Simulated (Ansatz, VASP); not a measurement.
Two plane-wave programs on BaB

INCAR

```
SYSTEM = BaB
ALGO = Normal
EDIFF = 1E-6
EDIFFG = -0.04
ENCUT = 600
GGA = PE
IBRION = 2
ISIF = 3
ISMEAR = 0
LASPH = .True.
LCHARG = .False.
LREAL = .False.
LWAVE = .False.
NELM = 100
NSW = 90
PREC = Accurate
SIGMA = 0.1
```

File KPOINTS:

```
k-points
0
Gamma
  6 6 2
  0 0 0
```

Contents of POSCAR:

```
BaB
1.0
    4.4178091825      0.0000000000      0.0000000000
   -2.2089045912      3.8259349812      0.0000000000
    0.0000000000      0.0000000000     10.7562853969
Ba B
4 4
Direct
    0.3333333333      0.6666666667      0.7500000000
    0.6666666667      0.3333333333      0.2500000000
    0.0000000000      0.0000000000      0.0000000000
    0.0000000000      0.0000000000      0.5000000000
    0.3333333333      0.6666666667      0.1510000000
    0.3333333333      0.6666666667      0.3490000000
    0.6666666667      0.3333333333      0.8490000000
    0.6666666667      0.3333333333      0.6510000000
```

Input for Ansatz:

```yaml
crystal:
  lattice:
    - [4.4178091825, 0.0, 0.0]
    - [-2.2089045912, 3.8259349812, 0.0]
    - [0.0, 0.0, 10.7562853969]
  atoms:
    - { symbol: Ba, position: [0.3333333333, 0.6666666667, 0.75] }
    - { symbol: Ba, position: [0.6666666667, 0.3333333333, 0.25] }
    - { symbol: Ba, position: [0.0, 0.0, 0.0] }
    - { symbol: Ba, position: [0.0, 0.0, 0.5] }
    - { symbol: B, position: [0.3333333333, 0.6666666667, 0.151] }
    - { symbol: B, position: [0.3333333333, 0.6666666667, 0.349] }
    - { symbol: B, position: [0.6666666667, 0.3333333333, 0.849] }
    - { symbol: B, position: [0.6666666667, 0.3333333333, 0.651] }
basis:
  ecutwfc: 420
kpoints:
  mp_grid: { grid: [6, 6, 2] }
hamiltonian:
  xc: pbe
scf:
  occupations: { method: gaussian, width: 0.1 }
  lower_state_search: "off"
output:
  forces: true
  stress: true
  eigenvalues: true
relax:
  adjacent_minimum: "off"
  f_tol: 0.04
  max_steps: 70
  cell: { stress_tol: 0.4 }
```

Alike in both runs: task relaxation of cell and atoms; functional PBE; k mesh 6 × 6 × 2; occupations gaussian, width 0.1 eV; no spin polarisation.

|  | VASP | Ansatz |
| --- | --- | --- |
| version | VASP 6.6.1 | Ansatz 0.2.0 |
| potentials or method | VASP PAW PBE potentials, release 64 (Ba_sv, B), cutoff 600 eV | scalar-relativistic, plane waves, PAW |
| valence electrons in the cell | 52 | 52 |

|  | VASP | Ansatz | Ansatz less VASP |
| --- | --- | --- | --- |
| gap on the k mesh at the Fermi level, each at its own relaxed structure (eV) | none | none | - |
| relaxed volume (Å³/atom) | 26.68 | 26.04 | -0.637 |
| relaxed cell length with the largest relative difference (Å) | 9.091 | 8.998 | -0.0928 |

A gap of «none» marks a metal or a gap that the smearing closes.

Spin-orbit coupling is off throughout. Noted on VASP's run: the volume moved by over 15 % at a fixed basis, so the end points are rough.
